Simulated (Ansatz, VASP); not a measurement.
# Te in VASP and in Ansatz

The input INCAR:

```
  ALGO = Normal
  EDIFF = 1E-6
  ENCUT = 520
  GGA = RE
  ISIF = 2
  ISMEAR = -1
  LASPH = True
  LCHARG = False
  LREAL = False
  LWAVE = False
  NBANDS = 9
  NELM = 60
  PREC = Accurate
  SIGMA = 0.1
```

File KPOINTS:

```
k-points
0
Gamma
  11 11 11
```

The input POSCAR:

```
Te
1.0
    3.0876957073      0.0000000000      0.0000000000
    0.0000000000      3.0876957073      0.0000000000
    0.0000000000      0.0000000000      3.0876957073
Te
1
Direct
    0.0000000000      0.0000000000      0.0000000000
```

Input for Ansatz:

```yaml
crystal:
  lattice:
    - [3.0876957073, 0.0, 0.0]
    - [0.0, 3.0876957073, 0.0]
    - [0.0, 0.0, 3.0876957073]
  atoms:
    - { symbol: Te, position: [0.0, 0.0, 0.0] }
hamiltonian:
  xc: revpbe
  pseudopotentials:
    kind: paw
    azcp:
      Te: "pseudopotentials/Te.paw.azcp"
basis:
  ecutwfc: 420
  fft_grid_basis: typed
kpoints:
  mp_grid: { grid: [11, 11, 11], shift: [0, 0, 0] }
magnetization:
  spin_polarized: false
scf:
  occupations: { method: fermi_dirac, width: 0.1 }
  lower_state_search: "off"
output:
  stress: true
```

Alike in both runs: task single point; functional revPBE; k mesh 11 × 11 × 11; occupations fermi-dirac, width 0.1 eV; no spin polarisation.

|  | VASP | Ansatz |
| --- | --- | --- |
| version | VASP 6.6.1 | Ansatz 0.2.0 |
| potentials or method | VASP PAW PBE potentials, release 64 (Te), cutoff 520 eV | plane waves (420 eV) with PAW, scalar-relativistic |
| valence electrons in the cell | 6 | 16 |

|  | VASP | Ansatz | Ansatz less VASP |
| --- | --- | --- | --- |
| pressure (GPa) | 8.0 | 8.1 | +0.06 |

VASP's potentials were made for PBE, not for revPBE. VASP's potentials hold 6 valence electrons a cell and Ansatz's 16, so a difference there can come from the potentials and not from the codes.

Neither program's run includes spin-orbit coupling.
